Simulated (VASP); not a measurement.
A run of VASP 6.6.1:

File INCAR:

```
SYSTEM = SiC
ALGO = Normal
EDIFF = 1E-6
ENCUT = 520
GGA = PE
ISIF = 2
ISMEAR = 0
LASPH = .TRUE.
LCHARG = .FALSE.
LREAL = .FALSE.
LWAVE = .FALSE.
NBANDS = 16
NELM = 100
PREC = Accurate
SIGMA = 0.01
```

File KPOINTS:

```
k-points
0
G
  8 8 8
  0 0 0
```

The input POSCAR:

```
SiC
1.0
    1.5415877827      0.8900361213      5.3212273245
   -1.5415877827      0.8900361213      5.3212273245
    0.0000000000     -1.7800722426      5.3212273245
C Si
2 2
Direct
    0.4491910690      0.4491910690      0.4491910690
    0.5508089310      0.5508089310      0.5508089310
    0.9254740595      0.9254740595      0.9254740595
    0.0745259405      0.0745259405      0.0745259405
```

Potentials or basis: VASP PAW PBE potentials, release 64 (C, Si).

Run with:

```sh
$ cat potpaw_PBE.64/C/POTCAR potpaw_PBE.64/Si/POTCAR > POTCAR
$ mpirun -np 1 vasp_std > vasp.out
```

Hardware: 1 thread of Intel(R) Xeon(R) 6975P-C (Granite Rapids), on a shared host.

Q: How long does it take, and how much memory?

A: Wall time 49 s on 1 thread of Intel(R) Xeon(R) 6975P-C (Granite Rapids), on a shared host, peak memory 0.25 GiB. Counts: scf iterations 13, k points 65.
